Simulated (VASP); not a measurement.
Here is a VASP 6.6.1 calculation.

File INCAR:

```
PREC = Accurate ; ENCUT = 520
EDIFF = 1E-6 ; ISMEAR = -1
SIGMA = 0.05 ; LREAL = False
LASPH = True ; NELM = 80
ALGO = Normal ; ISIF = 2
LWAVE = False ; LCHARG = False
GGA = PE ; NBANDS = 11
```

The input KPOINTS:

```
Automatic mesh
0
Gamma
  10 10 8
```

The input POSCAR:

```
MgB2
1.0
    2.9911846547      0.0000000000      0.0000000000
   -1.4955923273      2.5904418984      0.0000000000
    0.0000000000      0.0000000000      3.3226041011
Mg B
1 2
Direct
    0.0000000000      0.0000000000      0.0000000000
    0.6666666667      0.3333333333      0.5000000000
    0.3333333333      0.6666666667      0.5000000000
```

Potentials or basis: VASP PAW PBE potentials, release 64 (Mg, B).

Launch:

```console
$ cat potpaw_PBE.64/Mg/POTCAR potpaw_PBE.64/B/POTCAR > POTCAR
$ mpirun -np 1 vasp_std > vasp.out
```

Problem. What does it give for the pressure?

Solution. 19.8 GPa.

Problem. What does it give for the band gap on the k mesh?

Solution. Zero (bands 4 and 5 overlap by 2.91 eV).

Stress tensor (GPa, compression positive):
```
19.90  0.00  0.00
 0.00 19.90  0.00
 0.00  0.00 19.68
```

Caveat: the cell stands under pressure.
